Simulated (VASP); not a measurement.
Al2Pt: single point with LDA

The system is Al2Pt.

```
Al Pt
1.0
     0.00000    2.98455    2.95500
     2.98455    0.00000    2.95500
     2.98455    2.98455    0.00000
Al Pt
2 1
Cartesian
  1.4923 1.4923 1.4775
  4.4768 4.4768 4.4325
  0.0000 0.0000 0.0000
```

This cell differs from its parent crystal: equal xx and yy strain of +1 %.

```
Program                : VASP 6.6.1
Task                   : single point
Functional             : LDA
Potentials or basis    : VASP PAW LDA potentials, release 64 (Al, Pt)
Cutoff                 : 520 eV
k mesh                 : 12 × 12 × 12
Occupations            : fermi-dirac, width 0.08 eV
Spin                   : no spin polarisation
Dipole correction      : no
Further INCAR settings : ALGO = Normal; EDIFF = 1e-06; NBANDS = 15
```

```yaml
Pressure: -6.0 GPa
Band_gap_on_the_k_mesh: zero (band 8 reaches 11.26 eV, above the bottom of band 9 at 5.89 eV)
```

Stress tensor (GPa, compression positive):
```
-6.27  0.00  0.00
 0.00 -6.27  0.00
 0.00  0.00 -5.59
```

Levels at points of the mesh, in eV from the Fermi level:
```csv
k point,band 4,band 5,band 6,band 7,band 8,band 9,band 10,band 11,band 12,band 13
"(0.00, 0.00, 0.00)",-4.98,-3.67,-3.63,2.65,3.77,3.77,3.84,5.17,5.32,5.32
"(0.50, 0.00, 0.00)",-4.66,-3.69,-3.44,-3.44,0.97,1.04,3.65,4.99,5.03,5.17
"(0.50, 0.50, 0.00)",-3.75,-3.75,-3.36,-3.18,-1.60,-1.60,2.87,3.28,8.07,10.46
"(0.50, 0.00, 0.50)",-3.79,-3.74,-3.40,-3.17,-1.59,-1.51,2.97,3.34,8.07,10.34
```

Run time: 57 s on 1 thread of Intel Xeon 6975P-C, on a shared host, peak memory 0.25 GiB.

Caveat: the cell differs from its parent crystal (equal xx and yy strain of +1 %); spin-orbit coupling is left out, which moves the levels of the heavy elements.
